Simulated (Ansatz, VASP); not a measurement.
## Zn in VASP and in Ansatz

```
CELL_PARAMETERS angstrom
3.36896 0.00000 0.00000
-1.68448 2.91760 0.00000
0.00000 0.00000 5.65465
ATOMIC_POSITIONS crystal
Zn 0.66667 0.33333 0.75000
Zn 0.33333 0.66667 0.25000
```

Alike in both runs: task single point; functional PBE; k mesh 6 × 6 × 4; occupations gaussian, width 0.1 eV; no spin polarisation.

|  | VASP | Ansatz |
| --- | --- | --- |
| version | VASP 6.6.1 | Ansatz 0.2.0 |
| potentials or method | VASP PAW PBE potentials, release 64 (Zn), cutoff 500 eV | scalar-relativistic, plane waves, PAW |
| valence electrons in the cell | 24 | 24 |

```tsv
	VASP	Ansatz	Ansatz less VASP
gap on the k mesh at the Fermi level (eV)	none	none	-
pressure (GPa)	-5.8	-5.8	+0.01
traceless stress, the component that is largest in VASP (GPa)	1.69	1.69	+0.006
```

A gap of «none» marks a metal or a gap that the smearing closes. With one functional, cell and mesh, what is left measures potentials, basis and numerics.
